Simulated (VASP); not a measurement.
KF, 2 atoms in the cell. The structure is tetragonal, space group I4/mmm (No. 139). Conventional cell: a = 3.781 Å, b = 3.781 Å, c = 5.213 Å, α = 90.00°, β = 90.00°, γ = 90.00°. K (site symmetry 4/mmm) has 6 F at 2.61 to 2.67 Å within 3.4 Å. Within 3.4 Å of F (site symmetry 4/mmm) lie 6 K at 2.61 to 2.67 Å.  This cell differs from its parent crystal: strain +0.000 along x and y, -0.025 along z.

- Program: VASP 6.6.1
- Task: single point
- Functional: PBE
- Potentials or basis: VASP PAW PBE potentials, release 64 (K_sv, F)
- Cutoff: 520 eV
- k mesh: 8 × 8 × 8
- Occupations: gaussian, width 0.05 eV
- Spin: no spin polarisation
- Dipole correction: no
- Further INCAR settings: ALGO = Normal; EDIFF = 1e-06; NBANDS = 15

Potentials or basis: VASP PAW PBE potentials, release 64 (K_sv, F).

Launch:

```sh
$ cat potpaw_PBE.64/K_sv/POTCAR potpaw_PBE.64/F/POTCAR > POTCAR
$ mpirun -np 1 vasp_std > vasp.out
```

Hardware: 1 thread of Intel Xeon 8259CL, with other jobs on the host.

Question: How long does it take, and how much memory?

Answer: It took 49 s on 1 thread of Intel Xeon 8259CL (shared host), peak memory 0.17 GiB. Counts: scf iterations 13, k points 59.
